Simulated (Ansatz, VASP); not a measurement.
Two plane-wave programs on Al2Cu

```
Al Cu
1.0
    -2.87485    2.87485    2.56335
     2.87485   -2.87485    2.56335
     2.87485    2.87485   -2.56335
Al Cu
4 2
Direct
  0.15872 0.65872 0.81744
  0.65872 0.84128 0.50000
  0.84128 0.34128 0.18256
  0.34128 0.15872 0.50000
  0.75000 0.75000 0.00000
  0.25000 0.25000 0.00000
```

Alike in both runs: task single point; functional PBE; k mesh 10 × 10 × 10; occupations gaussian, width 0.15 eV; no spin polarisation.

|  | VASP | Ansatz |
| --- | --- | --- |
| version | VASP 6.6.1 | Ansatz 0.2.0 |
| potentials or method | VASP PAW PBE potentials, release 64 (Al, Cu), cutoff 520 eV | scalar-relativistic, plane waves, PAW |
| valence electrons in the cell | 34 | 50 |

Ansatz gave:

| Item | Value |
| --- | --- |
| gap on the k mesh at the Fermi level (eV) | none |
| pressure (GPa) | 7.1 |
| traceless stress, the component that is largest in VASP (GPa) | -7.24 |
| rms of the force components (eV/Å) | 0.168 |

Problem. What did VASP give for the same quantities?

Solution. gap on the k mesh at the Fermi level (eV): none; pressure (GPa): 7.4; traceless stress, the component that is largest in VASP (GPa): -7.15; rms of the force components (eV/Å): 0.166.

Atom by atom the forces differ by 0.002 eV/Å (rms over components). A gap of «none» marks a metal or a gap that the smearing closes. With one functional, cell and mesh, what is left measures potentials, basis and numerics. VASP's potentials hold 34 valence electrons a cell and Ansatz's 50, so a difference there can come from the potentials and not from the codes.
